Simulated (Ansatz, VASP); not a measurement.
**Lu: VASP beside Ansatz**

```
Lu
1.0
     5.43491    0.00000    0.00000
    -2.71746    4.70677    0.00000
     0.00000    0.00000    3.41047
Lu
3
Direct
  0.00000 0.00000 0.00000
  0.33333 0.66667 0.50000
  0.66667 0.33333 0.50000
```

Alike in both runs: task single point; functional PBE; k mesh 8 × 8 × 10; occupations fermi-dirac, width 0.1 eV; no spin polarisation.

```csv
,VASP,Ansatz
version,VASP 6.6.1,Ansatz 0.2.0
potentials or method,"VASP PAW PBE potentials, release 64 (Lu), cutoff 520 eV","plane waves (420 eV) with PAW, scalar-relativistic"
valence electrons in the cell,75,75
```

|  | VASP | Ansatz | Ansatz less VASP |
| --- | --- | --- | --- |
| pressure (GPa) | 0.2 | 0.0 | -0.25 |

Neither program's run includes spin-orbit coupling.
